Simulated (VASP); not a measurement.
ZnPt3, 4 atoms in the cell. The structure is cubic, space group Pm-3m (No. 221). The conventional cell has a = 3.823 Å, b = 3.823 Å, c = 3.823 Å, α = 90.00°, β = 90.00°, γ = 90.00°. Zn (site symmetry m-3m) has 12 Pt at 2.70 Å within 3.6 Å. Within 3.6 Å of Pt (site symmetry 4/mmm) lie 4 Zn at 2.70 Å and 8 Pt at 2.70 Å. 

- Program: VASP 6.6.1
- Task: single point
- Functional: PBEsol
- Potentials or basis: VASP PAW PBE potentials, release 64 (Zn, Pt)
- Cutoff: 520 eV
- k mesh: 6 × 6 × 6
- Occupations: fermi-dirac, width 0.1 eV
- Spin: no spin polarisation
- Dipole correction: no
- Further INCAR settings: ALGO = Normal; EDIFF = 1e-06; NBANDS = 29

Potentials or basis: VASP PAW PBE potentials, release 64 (Zn, Pt).

Launch:

```console
$ cat potpaw_PBE.64/Zn/POTCAR potpaw_PBE.64/Pt/POTCAR > POTCAR
$ mpirun -np 1 vasp_std > vasp.out
```

Hardware: 1 thread of AMD EPYC 7R13, on a shared host.

Q: How long does it take, and how much memory?

A: It took 53 s on 1 thread of AMD EPYC 7R13, on a shared host, peak memory 0.14 GiB. Counts: scf iterations 12, k points 20.
